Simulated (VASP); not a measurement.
Write the native input for VASP 6.6.1 that does the following.

```
Task                   : single point
Functional             : PBE
Potentials or basis    : VASP PAW PBE potentials, release 64 (Ti_sv, O)
Cutoff                 : 520 eV
k mesh                 : 2 × 2 × 1
Occupations            : fermi-dirac, width 0.24 eV
Spin                   : no spin polarisation
Dipole correction      : no
Further INCAR settings : LREAL = Auto; ALGO = Normal; EDIFF = 1e-06; NBANDS = 168
```

The structure of TiO2 lies in POSCAR:

```
TiO2
1.0
   -2.6888770000      4.6572710000      6.2335590000
    5.3777530000      0.0000000000      6.2335590000
    5.3777530000      9.3145420000      0.0000000000
Ti O
12 24
Direct
    0.9458217982      0.4178454102      0.0336625857
    0.5528740911      0.1446568058      0.9559907002
   -0.0425974248      0.0388435500      0.2474397293
    0.9467694384      0.4355548486      0.5294665214
    0.5345513385      0.1190720571      0.4400913704
   -0.0345295588      0.0022366103      0.7944259109
    0.4201173496      0.8786591599      0.2787468940
    0.0375224653      0.6228546964      0.1980073428
    0.4872564585      0.5417704585      0.5014110867
    0.4473959684      0.8924646153      0.7768557736
    0.0986858938      0.5938237945      0.6895661696
    0.5091628636      0.4906993339      0.0335486770
    0.0014776453      0.1860717145      0.0849658744
    1.0036332105      0.5711333074      0.0717274295
    0.2979789712      0.6064000521      0.1476005132
    0.3817839443      0.3641141855      1.0011902580
    0.5507920876      0.9463462245      0.0987393672
    0.1971832998      0.9347864144      0.2558970625
   -0.0033267768      0.2131908368      0.6412654214
    0.9828343444      0.6040279922      0.5691610076
    0.3442213735      0.5988995627      0.6717740689
    0.4793690814      0.3380291337      0.4783647203
    0.4796161382      0.9492946975      0.5887136124
    0.1917139380      0.9413145614      0.8182298428
    0.5639823204      0.6413323321      0.3106413063
    0.4823174309      0.0303110691      0.3238502780
    0.7617238484      0.0836680056      0.3765022060
    0.9069591489      0.8402931030      0.2528031392
    0.0673042804      0.3893048573      0.3479125143
    0.7265607216      0.5060737975      0.4848665476
    0.4908744270      0.7150979557      0.9176473483
    0.5359242732      0.0765669216      0.8202824599
    0.7974539430      0.1198390513      0.9178165580
    0.9481981414      0.8004658240      0.7514254908
   -0.0215343739      0.4611227375      0.8471368120
    0.7100489935      0.4534917703      0.0591450889
```

The input as run:

INCAR

```
SYSTEM = TiO2
  PREC = Accurate
  ENCUT = 520
  EDIFF = 1E-6
  ISMEAR = -1
  SIGMA = 0.24
  LREAL = Auto
  LASPH = .TRUE.
  NELM = 100
  ALGO = Normal
  ISIF = 2
  LWAVE = .FALSE.
  LCHARG = .FALSE.
  GGA = PE
  NBANDS = 168
```

KPOINTS

```
regular mesh
0
G
  2 2 1
  0 0 0
```

Potentials or basis: VASP PAW PBE potentials, release 64 (Ti_sv, O).

Command:

```console
$ cat potpaw_PBE.64/Ti_sv/POTCAR potpaw_PBE.64/O/POTCAR > POTCAR
$ mpirun -np 1 vasp_std > vasp.out
```

It gave:

The pressure is 0.3 GPa. The largest force is 7.939 eV/Å and the band gap on the k mesh is 2.16 eV (least direct gap 2.17 eV).

Caveat: the k points lie up to 0.64 Å⁻¹ apart; an odd mesh through Γ misses points on the zone boundary, where band edges can lie; forces of over 1 eV/Å act on the atoms, so gaps and moduli don't describe the material at rest.

Wall time 29 min on 1 thread of AMD EPYC 7R13 (shared host), peak memory 0.77 GiB.
